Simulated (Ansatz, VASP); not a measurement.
BN: VASP beside Ansatz

POSCAR

```
BN
1.0
    0.0000000000      1.8048245576      1.8048245576
    1.8048245576      0.0000000000      1.8048245576
    1.8048245576      1.8048245576      0.0000000000
B N
1 1
Direct
    0.0000000000      0.0000000000      0.0000000000
    0.2500000000      0.2500000000      0.2500000000
```

File INCAR.step1:

```
  ALGO = Normal
  EDIFF = 1E-5
  ENCUT = 910
  GGA = PE
  GGA_COMPAT = False
  ISMEAR = 0
  LASPH = True
  LCHARG = False
  LREAL = False
  LWAVE = True
  NBANDS = 11
  NELM = 120
  PREC = Accurate
  SIGMA = 0.01
```

File INCAR.step2:

```
  ALGO = Normal
  EDIFF = 1E-6
  ENCUT = 910
  GGA_COMPAT = False
  ISIF = 2
  ISMEAR = 0
  ISTART = 1
  LASPH = True
  LCHARG = False
  LMIXTAU = True
  LREAL = False
  LWAVE = False
  METAGGA = R2SCAN
  NBANDS = 11
  NELM = 120
  PREC = Accurate
  SIGMA = 0.01
```

The input KPOINTS:

```
k-points
0
Gamma
  12 12 12
```

Input for Ansatz:

```yaml
crystal:
  lattice:
    - [0.0, 1.8048245576, 1.8048245576]
    - [1.8048245576, 0.0, 1.8048245576]
    - [1.8048245576, 1.8048245576, 0.0]
  atoms:
    - { symbol: B, position: [0.0, 0.0, 0.0] }
    - { symbol: "N", position: [0.25, 0.25, 0.25] }
kpoints:
  mp_grid: { grid: [12, 12, 12] }
  band_path:
    path:
      - [0.0, 0.0, 0.0]
      - [-0.5, -0.5, 0.0]
      - [-0.375, -0.375, 0.25]
      - [-0.375, 0.0, 0.375]
      - [0.0, 0.0, 0.5]
      - [-0.5, -0.25, 0.25]
      - [0.0, 0.5, 0.5]
    npoints: 1
hamiltonian:
  xc: r2scan
scf:
  occupations: { method: fixed }
  n_extra_bands: 4
output:
  forces: true
  stress: true
  eigenvalues: true
```

Alike in both runs: task single point; functional r2SCAN; k mesh 12 × 12 × 12; no spin polarisation.

|  | VASP | Ansatz |
| --- | --- | --- |
| version | VASP 6.6.1 | Ansatz 0.2.0 |
| potentials or method | VASP PAW PBE potentials, release 64 (B_h, N_h) | plane waves, PAW |
| plane-wave cutoff (eV) | 910 | 500 |
| occupations | gaussian, width 0.01 eV | fixed |
| valence electrons in the cell | 8 | 8 |

|  | VASP | Ansatz | Ansatz less VASP |
| --- | --- | --- | --- |
| gap on the k mesh at the Fermi level (eV) | 5.00 | 5.00 | +0.006 |

VASP's potentials were made for PBE, not for r2SCAN.

Noted on VASP's run: the cutoff is short for stress, so the pressure is rough.
